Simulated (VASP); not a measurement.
Input of a VASP 6.6.1 run:

INCAR

```
ALGO = Normal
EDIFF = 1E-6
ENCUT = 520
GGA = RP
ISIF = 2
ISMEAR = -1
LASPH = True
LCHARG = False
LREAL = False
LWAVE = False
NBANDS = 21
NELM = 80
PREC = Accurate
SIGMA = 0.05
```

File KPOINTS:

```
k-points
0
Gamma
  11 11 6
```

File POSCAR:

```
Ru
1.0
    2.6692306523      0.0000000000      0.0000000000
   -1.3346153261      2.3116215535      0.0000000000
    0.0000000000      0.0000000000      4.2240293924
Ru
2
Direct
    0.6666666667      0.3333333333      0.7500000000
    0.3333333333      0.6666666667      0.2500000000
```

Potentials or basis: VASP PAW PBE potentials, release 64 (Ru_pv).

Run with:

```console
$ cat potpaw_PBE.64/Ru_pv/POTCAR > POTCAR
$ mpirun -np 1 vasp_std > vasp.out
```

Problem. Estimate the pressure.

Solution. 24.2 GPa.

Problem. Estimate the band gap on the k mesh.

Solution. Zero (band 14 reaches 15.27 eV, above the bottom of band 15 at 12.01 eV).

Stress tensor (GPa, compression positive):
```
23.87  0.00  0.00
 0.00 23.87  0.00
 0.00  0.00 24.96
```

Caveat: the PAW data sets were made with another functional, which shifts forces and pressure a little.
